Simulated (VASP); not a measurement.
# Zn (P6/mmm) in VASP: single point with PBEsol

Aim: the single point of Zn with PBEsol.

Program: VASP 6.6.1. These are calculated values, not measurements. Logs are shortened: lines on timing, memory, paths and dates and some standing lists are left out, and cuts for length are marked.

### 1 The cell of the first run

The structure is hexagonal, space group P6/mmm (No. 191). The conventional cell has a = 3.064 Å, b = 3.064 Å, c = 4.545 Å, α = 90.00°, β = 90.00°, γ = 120.00°. Within 4.0 Å of Zn (site symmetry 6/mmm) lie 6 Zn at 3.06 Å.

### 2 Single point, PBEsol

File INCAR:

```
  ALGO = Normal
  EDIFF = 1E-6
  ENCUT = 500
  GGA = PS
  GGA_COMPAT = False
  ISIF = 2
  ISMEAR = 0
  LASPH = True
  LCHARG = False
  LREAL = False
  LWAVE = False
  NBANDS = 12
  NELM = 120
  PREC = Accurate
  SIGMA = 0.1
```

File KPOINTS:

```
k-points
0
Gamma
  9 9 5
```

File POSCAR:

```
Zn
1.0
    3.0637080000      0.0000000000      0.0000000000
   -1.5318540000      2.6532490000      0.0000000000
    0.0000000000      0.0000000000      4.5451640000
Zn
1
Direct
    0.6666666667      0.3333333333      0.0000000000
```

Potentials or basis: VASP PAW PBE potentials, release 64 (Zn).

Launch:

```sh
> cat potpaw_PBE.64/Zn/POTCAR > POTCAR
> mpirun -np 1 vasp_std > vasp.out
```

OUTCAR:

```text
EDIFF = 1E-6
   ENCUT = 500
   GGA = PS
   ISIF = 2
   ISMEAR = 0
   LASPH = True
   LREAL = False
   NELM = 120
   PREC = Accurate

 ion  position               nearest neighbor table
   1  0.667  0.333  0.000-

  LATTYP: Found a hexagonal cell.
 ALAT       =     3.0637080000
 C/A-ratio  =     1.4835499989

  Lattice vectors:

 A1 = (   3.0637080000,   0.0000000000,   0.0000000000)
 A2 = (  -1.5318540000,   2.6532490000,   0.0000000000)
 A3 = (   0.0000000000,   0.0000000000,   4.5451640000)

Analysis of symmetry for initial positions (statically):
=====================================================================
 Subroutine PRICEL returns:
 Original cell was already a primitive cell.

 Routine SETGRP: Setting up the symmetry group for a
 hexagonal supercell.

 Subroutine GETGRP returns: Found 24 space group operations
 (whereof 12 operations were pure point group operations)
 out of a pool of 24 trial point group operations.

The static configuration has the point symmetry D_3h.
 The point group associated with its full space group is D_6h.

Analysis of symmetry for dynamics (positions and initial velocities):
=====================================================================
 Subroutine PRICEL returns:
 Original cell was already a primitive cell.

 Routine SETGRP: Setting up the symmetry group for a
 hexagonal supercell.

 Subroutine GETGRP returns: Found 24 space group operations
 (whereof 12 operations were pure point group operations)
 out of a pool of 24 trial point group operations.

The dynamic configuration has the point symmetry D_3h.
 The point group associated with its full space group is D_6h.

 Subroutine INISYM returns: Found 24 space group operations
 (whereof 12 operations are pure point group operations),
 and found     1 'primitive' translations

----------------------------------------------------------------------------------------

                                     Primitive cell

  volume of cell :      36.9466

  direct lattice vectors                    reciprocal lattice vectors
     3.063708000  0.000000000  0.000000000     0.326401863  0.188448201  0.000000000
    -1.531854000  2.653249000  0.000000000     0.000000000  0.376896401  0.000000000
     0.000000000  0.000000000  4.545164000     0.000000000  0.000000000  0.220014063

  length of vectors
     3.063708000  3.063708037  4.545164000     0.376896406  0.376896401  0.220014063

  position of ions in fractional coordinates (direct lattice)
     0.666666667  0.333333333  0.000000000

  ion indices of the primitive-cell ions
   primitive index   ion index
                 1           1

----------------------------------------------------------------------------------------

 KPOINTS: k-points

Automatic generation of k-mesh.
 Grid dimensions read from file:
 generate k-points for:    9    9    5

 Generating k-lattice:

  Cartesian coordinates                     Fractional coordinates (reciprocal lattice)
     0.036266874  0.020938689  0.000000000     0.111111111 -0.000000000  0.000000000
     0.000000000  0.041877378  0.000000000     0.000000000  0.111111111  0.000000000
     0.000000000  0.000000000  0.044002813     0.000000000  0.000000000  0.200000000

  Length of vectors
     0.041877378  0.041877378  0.044002813

  Shift w.r.t. Gamma in fractional coordinates (k-lattice)
     0.000000000  0.000000000  0.000000000

 Subroutine IBZKPT returns following result:
 ===========================================

 Found     36 irreducible k-points:

 Following reciprocal coordinates:
            Coordinates               Weight
  0.000000  0.000000  0.000000      1.000000
  0.111111  0.000000  0.000000      6.000000
  0.222222 -0.000000  0.000000      6.000000
  0.333333  0.000000  0.000000      6.000000
  0.444444 -0.000000  0.000000      6.000000
  0.111111  0.111111  0.000000      6.000000
[... 16 lines left out ...]
  0.333333  0.222222  0.200000     24.000000
  0.333333  0.333333  0.200000      4.000000
 [... further k-points ...]
   k-points           NKPTS =     36   k-points in BZ     NKDIM =     36   number of bands    NBANDS=     12
   number of dos      NEDOS =    301   number of ions     NIONS =      1
   total plane-waves  NPLWV =  20736
   dimension x,y,z NGX =    24 NGY =   24 NGZ =   36
   dimension x,y,z NGXF=    48 NGYF=   48 NGZF=   72
   ions per type =               1
   NGX,Y,Z   is equivalent  to a cutoff of  13.02, 13.02, 13.17 a.u.
   NGXF,Y,Z  is equivalent  to a cutoff of  26.05, 26.05, 26.34 a.u.
 SYSTEM =  unknown system
   PREC   = accura    normal or accurate (medium, high low for compatibility)
   ISTART =      0    job   : 0-new  1-cont  2-samecut
   ICHARG =      2    charge: 1-file 2-atom 10-const
   ISPIN  =      1    spin polarized calculation?
   LNONCOLLINEAR =      F non collinear calculations
   LSORBIT =      F    spin-orbit coupling
   LASPH  =      T    aspherical Exc in radial PAW
   ENCUT  =  500.0 eV  36.75 Ry    6.06 a.u.   5.59  5.59  8.29*2*pi/ulx,y,z
   NELM   =    120;   NELMIN=  2; NELMDL= -5     # of ELM steps
   EDIFF  = 0.1E-05   stopping-criterion for ELM
   LREAL  =      F    real-space projection
   EDIFFG = 0.1E-04   stopping-criterion for IOM
   NSW    =      0    number of steps for IOM
   IBRION =     -1    ionic relax: 0-MD 1-quasi-New 2-CG
   NFREE  =      0    steps in history (QN), initial steepest desc. (CG)
   ISIF   =      2    stress and relaxation
   ISYM   =      2    0-nonsym 1-usesym 2-fastsym
   POTIM  = 0.5000    time-step for ionic-motion
   TEBEG  =    0.0;   TEEND  =   0.0 temperature during run
   PSTRESS=    0.0 pullay stress
   NELECT =      12.0000    total number of electrons
   NUPDOWN=      -1.0000    fix difference up-down
   EMIN   =  10.00;   EMAX   =-10.00  energy-range for DOS
   EFERMI =   0.00;   METHOD = LEGACY
   ISMEAR =     0;   SIGMA  =   0.10  broadening in eV -4-tet -1-fermi 0-gaus
   EFERMI_NEDOS =   21; number of points for ismear=-14 and -15
   IALGO  =     38    algorithm
   IMIX   =      4    mixing-type and parameters
     AMIX     =   0.40;   BMIX     =  1.00
     AMIX_MAG =   1.60;   BMIX_MAG =  1.00
  volume/ion in A,a.u.               =      36.95       249.33
  Fermi-wavevector in a.u.,A,eV,Ry     =   1.125322  2.126551 17.229742  1.266350
  Thomas-Fermi vector in A             =   2.261999
   LORBIT       =      0    0 simple, 1 ext, 2 COOP (PROOUT), +10 PAW based schemes
   GGA     = PS    functional components
   LHFCALC =     F    Hartree Fock is set to
   AEXX    =    0.0000 exact exchange contribution
   IVDW    =     0    specifies the selected vdW correction
   LEPSILON=     F    determine dielectric tensor
   LRPA    =     F    only Hartree local field effects (RPA)
 non-spin polarized calculation
 Gauss-broadening in eV      SIGMA  =   0.10
  energy-cutoff  :      500.00
  volume of cell :       36.95
 maximum number of plane-waves:       964
 NGX is ok and might be reduce to    24
   NGX = 11   NGY = 11   NGZ = 17

 number of electron      12.0000012 magnetization

 Free energy of the ion-electron system (eV)
  ---------------------------------------------------
  ext. energy  EPLUGINS =         0.00000000
  ---------------------------------------------------
  free energy    TOTEN  =        -0.62794771 eV

  energy without entropy =       -0.62523901  energy(sigma->0) =       -0.62659336

 E-fermi :  -1.0953     XC(G=0):  -7.3633

 val. band max:       -1.3826877402   @ k =   0.4444   0.1111   0.2000
 cond. band min:      -1.0872109651   @ k =   0.4444   0.1111   0.4000
 fundamental gap:      0.2954767751
 Fermi energy:        -1.0952576487

 k-point     1 :       0.0000    0.0000    0.0000
  band No.  band energies     occupation
      1      -8.1396      2.00000
      2      -7.7895      2.00000
      3      -7.7895      2.00000
      4      -7.6205      2.00000
      5      -7.6205      2.00000
      6      -6.8950      2.00000
      7       0.9282      0.00000
      8       3.6169      0.00000
      9      12.5342      0.00000
     10      12.5342      0.00000
     11      15.9629      0.00000
     12      16.3223      0.00000

 k-point     2 :       0.1111    0.0000    0.0000
  band No.  band energies     occupation
      1      -8.0597      2.00000
      2      -7.8050      2.00000
      3      -7.7510      2.00000
      4      -7.6541      2.00000
      5      -7.6265      2.00000
      6      -6.6860      2.00000
      7       1.2220      0.00000
      8       3.8585      0.00000
      9      10.0156      0.00000
     10      11.4928      0.00000
     11      13.9652      0.00000
     12      17.8190      0.00000

 k-point     3 :       0.2222   -0.0000    0.0000
  band No.  band energies     occupation
      1      -7.9705      2.00000
      2      -7.7989      2.00000
      3      -7.7349      2.00000
      4      -7.6516      2.00000
      5      -7.6415      2.00000
      6      -5.9579      2.00000
      7       2.0749      0.00000
      8       4.5778      0.00000
      9       6.2860      0.00000
     10       9.9679      0.00000
     11      12.6456      0.00000
     12      14.6568      0.00000
[... 286 lines left out ...]
 k-point    23 :       0.3333    0.2222    0.2000
  band No.  band energies     occupation
      1      -7.8733      2.00000
      2      -7.8416      2.00000
      3      -7.7370      2.00000
      4      -7.6949      2.00000
      5      -7.5903      2.00000
      6      -1.7596      2.00000
      7       0.7501      0.00000
      8       3.3466      0.00000
      9       4.3641      0.00000
     10       7.4863      0.00000
     11       9.8536      0.00000
     12      11.0391      0.00000

 k-point    24 :       0.3333    0.3333    0.2000
  band No.  band energies     occupation
      1      -7.7977      2.00000
      2      -7.7977      2.00000
      3      -7.7292      2.00000
      4      -7.7292      2.00000
      5      -7.6850      2.00000
      6      -0.3043      0.00000
      7       0.9338      0.00000
      8       0.9338      0.00000
      9       5.2622      0.00000
     10       7.9336      0.00000
     11       7.9336      0.00000
     12      12.3585      0.00000

 [... further k-points ...]
[... 5 lines left out ...]
  --------------------------------------------------------------------------------------
  -------------------------------------------------------------------------------------
  Total       -1.4353147     -1.4353147     -0.3586091     -0.0000000      0.0000000      0.0000000
  in kB      -62.2418909    -62.2418929    -15.5509513     -0.0000000      0.0000000      0.0000000
  external PRESSURE =     -46.6782451 kB  Pullay stress =       0.0000000 kB

 VOLUME and BASIS-vectors are now :
 -----------------------------------------------------------------------------
  energy-cutoff  :      500.00
  volume of cell :       36.95
      direct lattice vectors                 reciprocal lattice vectors
     3.063708000  0.000000000  0.000000000     0.326401863  0.188448201  0.000000000
    -1.531854000  2.653249000  0.000000000     0.000000000  0.376896401  0.000000000
     0.000000000  0.000000000  4.545164000     0.000000000  0.000000000  0.220014063

 POSITION                                       TOTAL-FORCE (eV/Angst)
 -----------------------------------------------------------------------------------
      1.53185      0.88442      0.00000         0.000000     -0.000000      0.000000
 -----------------------------------------------------------------------------------
    total drift:                               -0.000000      0.000000      0.000000

  FREE ENERGIE OF THE ION-ELECTRON SYSTEM (eV)
  ---------------------------------------------------
  free  energy   TOTEN  =        -0.6279477058 eV

  energy  without entropy=       -0.6252390133  energy(sigma->0) =       -0.62659336
```

It took 4.1 s on 1 thread of Intel Xeon 6975P-C (Granite Rapids), shared host; peak memory 0.15 GiB.

What came out:

```yaml
Free_energy: -0.6279 eV
Pressure: -4.7 GPa
Band_gap_on_the_k_mesh: zero (band 6 reaches -0.01 eV, above the bottom of band 7 at -1.78 eV)
```

Levels at points of the mesh, in eV from the Fermi level:
```
           k point  band 2  band 3  band 4  band 5  band 6  band 7  band 8  band 9  band 10  band 11
(0.00, 0.00, 0.00)   -6.69   -6.69   -6.53   -6.53   -5.80    2.02    4.71   13.63    13.63    17.06
```

Caveat: the PAW data sets were made with another functional, which shifts forces and pressure a little.
